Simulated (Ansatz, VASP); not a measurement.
# Two plane-wave programs on W

```
W
1.0
    -1.59730    1.59730    1.59730
     1.59730   -1.59730    1.59730
     1.59730    1.59730   -1.59730
W
1
Direct
  0.01353 0.03505 0.00119
```

Change from the starting cell: one atom moved.

Alike in both runs: task single point; functional PBE; k mesh 16 × 16 × 16; occupations gaussian, width 0.1 eV; no spin polarisation.

|  | VASP | Ansatz |
| --- | --- | --- |
| version | VASP 6.6.1 | Ansatz 0.2.0 |
| potentials or method | VASP PAW PBE potentials, release 64 (W_sv), cutoff 520 eV | scalar-relativistic, plane waves, PAW |
| valence electrons in the cell | 14 | 14 |

```tsv
	VASP	Ansatz	Ansatz less VASP
gap on the k mesh at the Fermi level (eV)	none	none	-
pressure (GPa)	-2.8	-3.3	-0.44
```

A gap of «none» marks a metal or a gap that the smearing closes. The functional is the same, so the differences come from potentials, cutoffs and numerics.

Neither program's run includes spin-orbit coupling.
